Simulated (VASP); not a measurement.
Set up this calculation in VASP 6.6.1, as the native input.

| Item | Value |
| --- | --- |
| Task | single point |
| Functional | PBEsol |
| Dispersion | D3(BJ) |
| Potentials or basis | VASP PAW PBE potentials, release 64 (C) |
| Cutoff | 520 eV |
| k mesh | 18 × 18 × 6 |
| Occupations | gaussian, width 0.15 eV |
| Spin | no spin polarisation |
| Dipole correction | no |
| Further INCAR settings | ALGO = Normal; EDIFF = 1e-06; NBANDS = 16 |

The structure of C lies in POSCAR:

```
C
1.0
    2.4580081300      0.0000000000      0.0000000000
   -1.2290040650      2.1286974833      0.0000000000
    0.0000000000      0.0000000000      6.1194527631
C
4
Direct
    0.0000000000      0.0000000000      0.0025000000
    0.0000000000      0.0000000000      0.5025000000
    0.3333333333      0.6666666667      0.0025000000
    0.6666666667      0.3333333333      0.5025000000
```

This cell differs from its parent crystal: engineering shear strain xy +0.0000, normal strain along z -0.0700.

These files were run (other wordings do the same):

INCAR

```
  ALGO = Normal
  EDIFF = 1E-6
  ENCUT = 520
  GGA = PS
  ISIF = 2
  ISMEAR = 0
  IVDW = 12
  LASPH = True
  LCHARG = True
  LELF = True
  LREAL = False
  LVHAR = True
  LWAVE = False
  NBANDS = 16
  NELM = 100
  PREC = Accurate
  SIGMA = 0.15
```

KPOINTS

```
k-points
0
Gamma
  18 18 6
```

Potentials or basis: VASP PAW PBE potentials, release 64 (C).

Command:

```sh
$ cat potpaw_PBE.64/C/POTCAR > POTCAR
$ mpirun -np 1 vasp_std > vasp.out
```

Results of the run:

The pressure is 2.0 GPa. The band gap on the k mesh is zero (band 8 reaches 5.49 eV, above the bottom of band 9 at 5.41 eV) and the dispersion energy per atom is -0.120 eV.

Caveat: the cell differs from its parent crystal (engineering shear strain xy +0.0000, normal strain along z -0.0700); the PAW data sets were made with another functional, which shifts forces and pressure a little.

Run time: 24 s on 1 thread of Intel(R) Xeon(R) 6975P-C (Granite Rapids) (shared host), peak memory 0.18 GiB.
